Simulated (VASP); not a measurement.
Runs of VASP 6.6.1 on LiF. The structure is that of space group P6_3mc (No. 186), or close to it. The cells are those of the table. 

```csv
cell,gap on the mesh (eV),largest force (eV/Å)
"a = 3.107, b = 3.107, c = 4.952 Å, angles 90.0, 90.0, 120.0°, 4 atoms",7.29,0.05
"a = 3.153, b = 3.153, c = 4.663 Å, angles 90.0, 90.0, 120.0°, 4 atoms",(b),0.22
"a = 3.061, b = 3.061, c = 4.952 Å, angles 90.0, 90.0, 120.0°, 4 atoms",7.46,0.09
"a = 3.153, b = 3.153, c = 4.879 Å, angles 90.0, 90.0, 120.0°, 4 atoms",7.19,0.02
"a = 3.107, b = 3.107, c = 4.807 Å, angles 90.0, 90.0, 120.0°, 4 atoms",7.42,0.04
"a = 3.153, b = 3.153, c = 4.807 Å, angles 90.0, 90.0, 120.0°, 4 atoms",(c),0.07
"a = 3.153, b = 3.153, c = 4.735 Å, angles 90.0, 90.0, 120.0°, 4 atoms",7.31,(a)
```

Alike in all rows: task single point; level LDA; potentials or basis VASP PAW LDA potentials, release 64 (Li_sv, F); no spin polarisation; k mesh 9 × 9 × 6; cutoff (eV) 520; smearing gaussian 0.05 eV.

Problem. Fill in the values left out.

Solution. (a) 0.14; (b) 7.38; (c) 7.25.

A k mesh can miss the band edges.
